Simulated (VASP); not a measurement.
# LiTmH4 (F222) in VASP: a series of runs

LiTmH4 is run at these levels: PBE; tasks: single point.

All numbers are computed with VASP 6.6.1; they aren't measurements. Logs are shortened: lines on timing, memory, paths and dates and some standing lists are left out, and cuts for length are marked.

### 1 The cell of the first run

It takes space group F222 (No. 22, orthorhombic). The conventional cell has a = 5.682 Å, b = 5.711 Å, c = 9.970 Å, α = 90.00°, β = 90.00°, γ = 90.00°. Li (site symmetry 222) has 6 H at 1.99 to 2.05 Å within 2.6 Å. Within 2.7 Å of Tm (site symmetry 222) lie 6 H at 2.08 to 2.10 Å. H (site symmetry 2) has 2 Li at 2.05 Å and 1 Tm at 2.10 Å and 2 H at 2.57 Å within 2.7 Å. H (site symmetry 2) has 1 Li at 1.99 Å and 2 Tm at 2.08 Å and 2 H at 2.57 Å within 2.6 Å.

The cell was built from a structure type or drawn by symmetry, and may not be a known phase.

### 2 Single point, PBE

Input file INCAR:

```
SYSTEM = LiTmH4
ALGO = Normal ; EDIFF = 1E-6
ENCUT = 750 ; GGA = PE
GGA_COMPAT = .False. ; ISIF = 2
ISMEAR = 0 ; LASPH = .True.
LCHARG = .False. ; LMAXMIX = 6
LREAL = .False. ; LWAVE = .False.
NBANDS = 17 ; NELM = 200
PREC = Accurate ; SIGMA = 0.15
```

Input file KPOINTS:

```
k-points
0
Gamma
  3 3 3
  0 0 0
```

Input file POSCAR:

```
LiTmH4
1.0
    0.0000000000      2.8555970868      4.9850606632
    2.8409394502      0.0000000000      4.9850606632
    2.8409394502      2.8555970868      0.0000000000
Li Tm H
1 1 4
Direct
    0.0000000000      0.0000000000      0.0000000000
    0.7500000000      0.7500000000      0.7500000000
    0.5390936600      0.5390936600      0.9609063400
    0.9609063400      0.9609063400      0.5390936600
    0.1991304218      0.1991304218      0.8008695782
    0.8008695782      0.8008695782      0.1991304218
```

Potentials or basis: VASP PAW PBE potentials, release 64 (Li_sv, Tm_3, H), 4f in core.

The run is started by

```bash
> cat potpaw_PBE.64/Li_sv/POTCAR potpaw_PBE.64/Tm_3/POTCAR potpaw_PBE.64/H/POTCAR > POTCAR
> mpirun -np 1 vasp_std > vasp.out
```

OUTCAR:

```text
SYSTEM = LiTmH4
   EDIFF = 1E-6
   ENCUT = 750
   GGA = PE
   ISIF = 2
   ISMEAR = 0
   LASPH = .True.
   LREAL = .False.
   NELM = 200
   PREC = Accurate

 ion  position               nearest neighbor table
   1  0.000  0.000  0.000-   2 3.20   2 3.20   2 3.20   2 3.20
   2  0.750  0.750  0.750-   6 2.08   6 2.08   5 2.08   5 2.08   3 2.10   4 2.10   1 3.20   1 3.20
                             1 3.20   1 3.20
   3  0.539  0.539  0.961-   2 2.10
   4  0.961  0.961  0.539-   2 2.10
   5  0.199  0.199  0.801-   2 2.08   2 2.08
   6  0.801  0.801  0.199-   2 2.08   2 2.08

  LATTYP: Found a face centered orthorhombic cell.
 ALAT       =     5.6818789004
 B/A-ratio  =     1.0051594329
 C/A-ratio  =     1.7547226017

  Lattice vectors:

 A1 = (   0.0000000000,   2.8555970868,   4.9850606632)
 A2 = (   2.8409394502,   0.0000000000,   4.9850606632)
 A3 = (   2.8409394502,   2.8555970868,   0.0000000000)

Analysis of symmetry for initial positions (statically):
=====================================================================
 Subroutine PRICEL returns:
 Original cell was already a primitive cell.

 Routine SETGRP: Setting up the symmetry group for a
 face centered orthorhombic supercell.

 Subroutine GETGRP returns: Found  4 space group operations
 (whereof  4 operations were pure point group operations)
 out of a pool of  8 trial point group operations.

The static configuration has the point symmetry D_2 .

Analysis of symmetry for dynamics (positions and initial velocities):
=====================================================================
 Subroutine PRICEL returns:
 Original cell was already a primitive cell.

 Routine SETGRP: Setting up the symmetry group for a
 face centered orthorhombic supercell.

 Subroutine GETGRP returns: Found  4 space group operations
 (whereof  4 operations were pure point group operations)
 out of a pool of  8 trial point group operations.

The dynamic configuration has the point symmetry D_2 .

 Subroutine INISYM returns: Found  4 space group operations
 (whereof  4 operations are pure point group operations),
 and found     1 'primitive' translations

----------------------------------------------------------------------------------------

                                     Primitive cell

  volume of cell :      80.8834

  direct lattice vectors                    reciprocal lattice vectors
     0.000000000  2.855597087  4.985060663    -0.175998119  0.175094730  0.100299682
     2.840939450  0.000000000  4.985060663     0.175998119 -0.175094730  0.100299682
     2.840939450  2.855597087  0.000000000     0.175998119  0.175094730 -0.100299682

  length of vectors
     5.745020847  5.737749278  4.028072949     0.267756472  0.267756472  0.267756472

  position of ions in fractional coordinates (direct lattice)
     0.000000000  0.000000000  0.000000000
     0.750000000  0.750000000  0.750000000
     0.539093660  0.539093660  0.960906340
     0.960906340  0.960906340  0.539093660
     0.199130422  0.199130422  0.800869578
     0.800869578  0.800869578  0.199130422

  ion indices of the primitive-cell ions
   primitive index   ion index
                 1           1
                 2           2
                 3           3
                 4           4
                 5           5
                 6           6

----------------------------------------------------------------------------------------

 KPOINTS: k-points

Automatic generation of k-mesh.
 Grid dimensions read from file:
 generate k-points for:    3    3    3

 Generating k-lattice:

  Cartesian coordinates                     Fractional coordinates (reciprocal lattice)
    -0.058666040  0.058364910  0.033433227     0.333333333 -0.000000000  0.000000000
     0.058666040 -0.058364910  0.033433227    -0.000000000  0.333333333  0.000000000
     0.058666040  0.058364910 -0.033433227     0.000000000  0.000000000  0.333333333

  Length of vectors
     0.089252157  0.089252157  0.089252157

  Shift w.r.t. Gamma in fractional coordinates (k-lattice)
     0.000000000  0.000000000  0.000000000

 Subroutine IBZKPT returns following result:
 ===========================================

 Found      8 irreducible k-points:

 Following reciprocal coordinates:
            Coordinates               Weight
  0.000000  0.000000  0.000000      1.000000
  0.333333  0.000000 -0.000000      8.000000
  0.333333  0.333333  0.000000      2.000000
 -0.333333  0.333333  0.000000      4.000000
  0.333333  0.000000  0.333333      2.000000
 -0.333333  0.000000  0.333333      4.000000
  0.000000  0.333333  0.333333      2.000000
 -0.333333  0.333333  0.333333      4.000000
   k-points           NKPTS =      8   k-points in BZ     NKDIM =      8   number of bands    NBANDS=     17
   number of dos      NEDOS =    301   number of ions     NIONS =      6
   total plane-waves  NPLWV = 104976
   dimension x,y,z NGX =    54 NGY =   54 NGZ =   36
   dimension x,y,z NGXF=   108 NGYF=  108 NGZF=   72
   ions per type =               1   1   4
   NGX,Y,Z   is equivalent  to a cutoff of  15.63, 15.65, 14.86 a.u.
   NGXF,Y,Z  is equivalent  to a cutoff of  31.25, 31.29, 29.72 a.u.
 SYSTEM =  LiTmH4
   PREC   = accura    normal or accurate (medium, high low for compatibility)
   ISTART =      0    job   : 0-new  1-cont  2-samecut
   ICHARG =      2    charge: 1-file 2-atom 10-const
   ISPIN  =      1    spin polarized calculation?
   LNONCOLLINEAR =      F non collinear calculations
   LSORBIT =      F    spin-orbit coupling
   LASPH  =      T    aspherical Exc in radial PAW
   ENCUT  =  750.0 eV  55.12 Ry    7.42 a.u.  12.83 12.81  8.99*2*pi/ulx,y,z
   NELM   =    200;   NELMIN=  2; NELMDL= -5     # of ELM steps
   EDIFF  = 0.1E-05   stopping-criterion for ELM
   LREAL  =      F    real-space projection
[... 7 lines left out ...]
   TEBEG  =    0.0;   TEEND  =   0.0 temperature during run
   PSTRESS=    0.0 pullay stress
   NELECT =      16.0000    total number of electrons
   NUPDOWN=      -1.0000    fix difference up-down
   EMIN   =  10.00;   EMAX   =-10.00  energy-range for DOS
   EFERMI =   0.00;   METHOD = LEGACY
   ISMEAR =     0;   SIGMA  =   0.15  broadening in eV -4-tet -1-fermi 0-gaus
   EFERMI_NEDOS =   21; number of points for ismear=-14 and -15
   IALGO  =     38    algorithm
   IMIX   =      4    mixing-type and parameters
     AMIX     =   0.40;   BMIX     =  1.00
     AMIX_MAG =   1.60;   BMIX_MAG =  1.00
  volume/ion in A,a.u.               =      13.48        90.97
  Fermi-wavevector in a.u.,A,eV,Ry     =   0.953883  1.802577 12.379839  0.909892
  Thomas-Fermi vector in A             =   2.082579
   LORBIT       =      0    0 simple, 1 ext, 2 COOP (PROOUT), +10 PAW based schemes
   GGA     = PE    functional components
   LHFCALC =     F    Hartree Fock is set to
   AEXX    =    0.0000 exact exchange contribution
   IVDW    =     0    specifies the selected vdW correction
   LEPSILON=     F    determine dielectric tensor
   LRPA    =     F    only Hartree local field effects (RPA)
 non-spin polarized calculation
 Gauss-broadening in eV      SIGMA  =   0.15
  energy-cutoff  :      750.00
  volume of cell :       80.88
 maximum number of plane-waves:      3779
 NGX is ok and might be reduce to    54
   NGX = 25   NGY = 25   NGZ = 17

 number of electron      16.0000001 magnetization

 Free energy of the ion-electron system (eV)
  ---------------------------------------------------
  ext. energy  EPLUGINS =         0.00000000
  ---------------------------------------------------
  free energy    TOTEN  =       -21.36417857 eV

  energy without entropy =      -21.36417857  energy(sigma->0) =      -21.36417857

 E-fermi :   0.4353     XC(G=0):  -7.6905

 val. band max:       -0.2038103205   @ k =   0.0000   0.0000   0.0000
 cond. band min:       1.0829334967   @ k =   0.3333   0.0000   0.3333
 fundamental gap:      1.2867438171
 Fermi energy:         0.4352873666

 k-point     1 :       0.0000    0.0000    0.0000
  band No.  band energies     occupation
      1     -45.1421      2.00000
      2     -25.6354      2.00000
      3     -25.6314      2.00000
      4     -25.4388      2.00000
      5      -6.2902      2.00000
      6      -4.2650      2.00000
[... 9 lines left out ...]
     16       7.7951      0.00000
     17       8.6869      0.00000

 k-point     2 :       0.3333    0.0000   -0.0000
  band No.  band energies     occupation
      1     -45.1419      2.00000
      2     -25.7132      2.00000
      3     -25.6295      2.00000
      4     -25.4332      2.00000
      5      -5.3951      2.00000
      6      -3.8623      2.00000
[... 9 lines left out ...]
     16       7.8423      0.00000
     17       8.6205      0.00000

 k-point     3 :       0.3333    0.3333    0.0000
  band No.  band energies     occupation
      1     -45.1421      2.00000
      2     -25.6356      2.00000
      3     -25.6315      2.00000
      4     -25.4402      2.00000
      5      -5.9624      2.00000
      6      -4.4304      2.00000
[... 9 lines left out ...]
     16       7.3805      0.00000
     17       9.8691      0.00000

 k-point     4 :      -0.3333    0.3333    0.0000
  band No.  band energies     occupation
      1     -45.1419      2.00000
      2     -25.7132      2.00000
      3     -25.6295      2.00000
      4     -25.4339      2.00000
      5      -5.1313      2.00000
      6      -3.9032      2.00000
[... 9 lines left out ...]
     16       7.9286      0.00000
     17       8.6586      0.00000

 k-point     5 :       0.3333    0.0000    0.3333
  band No.  band energies     occupation
      1     -45.1417      2.00000
      2     -25.7097      2.00000
      3     -25.7071      2.00000
      4     -25.4270      2.00000
      5      -4.4586      2.00000
      6      -3.4231      2.00000
[... 9 lines left out ...]
     16       7.9087      0.00000
     17       8.4284      0.00000

 k-point     6 :      -0.3333    0.0000    0.3333
  band No.  band energies     occupation
      1     -45.1417      2.00000
      2     -25.7103      2.00000
      3     -25.7067      2.00000
      4     -25.4274      2.00000
      5      -4.1426      2.00000
      6      -3.5081      2.00000
[... 9 lines left out ...]
     16       8.1427      0.00000
     17       8.2099      0.00000

 k-point     7 :       0.0000    0.3333    0.3333
  band No.  band energies     occupation
      1     -45.1417      2.00000
      2     -25.7103      2.00000
      3     -25.7066      2.00000
      4     -25.4270      2.00000
      5      -4.4450      2.00000
      6      -3.4345      2.00000
[... 9 lines left out ...]
     16       7.9345      0.00000
     17       8.4001      0.00000

 k-point     8 :      -0.3333    0.3333    0.3333
  band No.  band energies     occupation
      1     -45.1417      2.00000
      2     -25.7098      2.00000
      3     -25.7071      2.00000
      4     -25.4274      2.00000
      5      -4.1531      2.00000
      6      -3.5004      2.00000
[... 9 lines left out ...]
     16       8.1508      0.00000
     17       8.1838      0.00000

------------------------ aborting loop because EDIFF is reached ----------------------------------------

  FORCE on cell =-STRESS in cart. coord.  units (eV):
  Direction    XX          YY          ZZ          XY          YZ          ZX
  --------------------------------------------------------------------------------------
  -------------------------------------------------------------------------------------
  Total        0.2364161      0.2079983      0.2646570      0.0000000      0.0000000      0.0000000
  in kB        4.6830451      4.1201315      5.2424542      0.0000000      0.0000000      0.0000000
  external PRESSURE =       4.6818769 kB  Pullay stress =       0.0000000 kB

 VOLUME and BASIS-vectors are now :
 -----------------------------------------------------------------------------
  energy-cutoff  :      750.00
  volume of cell :       80.88
      direct lattice vectors                 reciprocal lattice vectors
     0.000000000  2.855597087  4.985060663    -0.175998119  0.175094730  0.100299682
     2.840939450  0.000000000  4.985060663     0.175998119 -0.175094730  0.100299682
     2.840939450  2.855597087  0.000000000     0.175998119  0.175094730 -0.100299682

 POSITION                                       TOTAL-FORCE (eV/Angst)
 -----------------------------------------------------------------------------------
      0.00000      0.00000      0.00000         0.000000     -0.000000      0.000000
      4.26141      4.28340      7.47759         0.000000     -0.000000      0.000000
      4.26141      4.28340      5.37483         0.000000     -0.000000     -0.035754
      4.26141      4.28340      9.58035         0.000000     -0.000000      0.035754
      2.84094      2.85560      1.98535        -0.000000      0.000000     -0.042954
      2.84094      2.85560      7.98477        -0.000000      0.000000      0.042954
 -----------------------------------------------------------------------------------
    total drift:                                0.000000      0.000001     -0.000001

  FREE ENERGIE OF THE ION-ELECTRON SYSTEM (eV)
  ---------------------------------------------------
  free  energy   TOTEN  =       -21.3641785715 eV

  energy  without entropy=      -21.3641785713  energy(sigma->0) =      -21.36417857
```

Run time: 50 s. Hardware: 1 thread of Intel Xeon Platinum 8488C (Sapphire Rapids), shared host; peak memory 0.31 GiB.

What came out:

| Quantity | Value |
| --- | --- |
| Free energy | -21.3642 eV |
| Pressure | 0.5 GPa |
| Largest force | 0.043 eV/Å |
| Band gap on the k mesh | 1.29 eV (least direct gap 2.49 eV) |

Forces in eV/Å, atoms in the order of the input:
```
Li   0.000  0.000  0.000
Tm   0.000  0.000  0.000
H    0.000  0.000 -0.036
H    0.000  0.000  0.036
H    0.000  0.000 -0.043
H    0.000  0.000  0.043
```

Levels at points of the mesh, in eV from the valence-band top:
```
           k point  band 4  band 5  band 6  band 7  band 8  band 9  band 10  band 11  band 12  band 13
(0.00, 0.00, 0.00)  -25.23   -6.09   -4.06   -2.93    0.00    2.87     2.87     3.56     4.22     6.15
```

Caveat: the k points lie up to 0.56 Å⁻¹ apart; spin-orbit coupling is left out, which moves the levels of the heavy elements; an odd mesh through Γ misses points on the zone boundary, where band edges can lie; the 4f electrons are frozen in the core, so they carry no moment and show no levels. Spin polarisation is off, so any magnetic state and its effect on volume and gap are missing.

[end of part 1 of 2]
